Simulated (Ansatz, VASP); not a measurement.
Si16C in VASP and in Ansatz

```
CELL_PARAMETERS angstrom
0.00000 5.43000 5.43000
5.43000 0.00000 5.43000
5.43000 5.43000 0.00000
ATOMIC_POSITIONS crystal
Si 0.01416 0.97521 0.99364
Si 0.13805 0.06758 0.15085
Si 0.98390 0.99859 0.51682
Si 0.12155 0.13106 0.61942
Si 0.01544 0.43002 0.05788
Si 0.17095 0.59932 0.09242
Si 0.99728 0.50418 0.46305
Si 0.04971 0.63432 0.64811
Si 0.49543 0.04029 0.98751
Si 0.63965 0.13333 0.11919
Si 0.49619 0.00901 0.49217
Si 0.61009 0.14819 0.61376
Si 0.57960 0.49927 0.95218
Si 0.59282 0.67806 0.11446
Si 0.45659 0.52209 0.49745
Si 0.62030 0.63657 0.59089
C 0.83343 0.55043 0.90890
```

Alike in both runs: functional PBE; k mesh 2 × 2 × 2; occupations gaussian, width 0.02 eV; collinear spin.

Ansatz relaxed the structure, and its values are those at the end. VASP's run is a single point on that final structure, the one shown.

|  | VASP | Ansatz |
| --- | --- | --- |
| version | VASP 6.6.1 | Ansatz 0.2.0 |
| potentials or method | VASP PAW PBE potentials, release 64 (Si, C), cutoff 520 eV | scalar-relativistic, plane waves, PAW |
| valence electrons in the cell | 68 | 68 |

Ansatz gave:

```
rms of the force components (eV/Å) : 0.005
net moment per atom (μB)           : 0.00
```

Question: What did VASP give for the same quantities?

Answer: rms of the force components (eV/Å): 0.006; net moment per atom (μB): 0.00.

The functional is the same, so the differences come from potentials, cutoffs and numerics. Ansatz's warnings: seeded moment not kept.

The k mesh is coarse, so the values compare programs but aren't converged.
